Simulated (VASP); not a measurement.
Input of a VASP 6.6.1 run:

INCAR

```
ALGO = Normal ; EDIFF = 1E-7
ENCUT = 520 ; GGA = PE
ISIF = 2 ; ISMEAR = -1
ISPIN = 2 ; KPAR = 4
LASPH = True ; LCHARG = False
LMAXMIX = 4 ; LORBIT = 11
LREAL = Auto ; LWAVE = False
MAGMOM = 0 1 1 1 1 0 0 0 0 0 0 0 0 0 0 0 0 0 0 0 ; NBANDS = 102
NELM = 150 ; PREC = Accurate
SIGMA = 0.05
```

File KPOINTS:

```
k-points
0
Gamma
  7 7 7
```

The input POSCAR:

```
CaV4Pd3O12
1.0
   -3.7015850000      3.7015850000      3.7015850000
    3.7015850000     -3.7015850000      3.7015850000
    3.7015850000      3.7015850000     -3.7015850000
Ca V Pd O
1 4 3 12
Direct
    0.0000000000      0.0000000000      0.0000000000
    0.5000000000      0.5000000000      0.5000000000
    0.0000000000      0.0000000000      0.5000000000
    0.5000000000      0.0000000000      0.0000000000
    0.0000000000      0.5000000000      0.0000000000
    0.0000000000      0.5000000000      0.5000000000
    0.5000000000      0.0000000000      0.5000000000
    0.5000000000      0.5000000000      0.0000000000
    0.4774589671      0.1841984740      0.2932604931
    0.8909379808      0.1841984740      0.7067395069
    0.5225410329      0.8158015260      0.7067395069
    0.1090620192      0.8158015260      0.2932604931
    0.2932604931      0.4774589671      0.1841984740
    0.7067395069      0.8909379808      0.1841984740
    0.7067395069      0.5225410329      0.8158015260
    0.2932604931      0.1090620192      0.8158015260
    0.1841984740      0.2932604931      0.4774589671
    0.1841984740      0.7067395069      0.8909379808
    0.8158015260      0.7067395069      0.5225410329
    0.8158015260      0.2932604931      0.1090620192
```

Potentials or basis: VASP PAW PBE potentials, release 64 (Ca_sv, V_sv, Pd, O).

The run is started by

```sh
$ cat potpaw_PBE.64/Ca_sv/POTCAR potpaw_PBE.64/V_sv/POTCAR potpaw_PBE.64/Pd/POTCAR potpaw_PBE.64/O/POTCAR > POTCAR
$ mpirun -np 4 vasp_std > vasp.out
```

Task: Predict the net moment.

Result: 0.00 μB per cell.

Task: Predict the largest force.

Result: 0.173 eV/Å.

Task: Predict the pressure.

Result: 3.6 GPa.

Task: Estimate the band gap on the k mesh.

Result: Zero (filled and empty bands overlap).

Forces in eV/Å, atoms in the order of the input:
```
Ca   0.000  0.000  0.000
V    0.000  0.000  0.000
V    0.000  0.000  0.000
V    0.000  0.000  0.000
V    0.000  0.000  0.000
Pd   0.000  0.000  0.000
Pd   0.000  0.000  0.000
Pd   0.000  0.000  0.000
O    0.000 -0.114  0.130
O    0.000  0.114  0.130
O    0.000  0.114 -0.130
O    0.000 -0.114 -0.130
O    0.130  0.000 -0.114
O    0.130  0.000  0.114
O   -0.130  0.000  0.114
O   -0.130  0.000 -0.114
O   -0.114  0.130  0.000
O    0.114  0.130  0.000
O    0.114 -0.130  0.000
O   -0.114 -0.130  0.000
```

Caveat: the cell stands under pressure; the moments typed at the start vanished in this run; semilocal functionals often make such compounds metallic where correlation or magnetic order opens a gap, which also shifts bond lengths. With open d or f shells a metallic result of PBE can be an artefact of self-interaction; +U or a hybrid may open a gap.
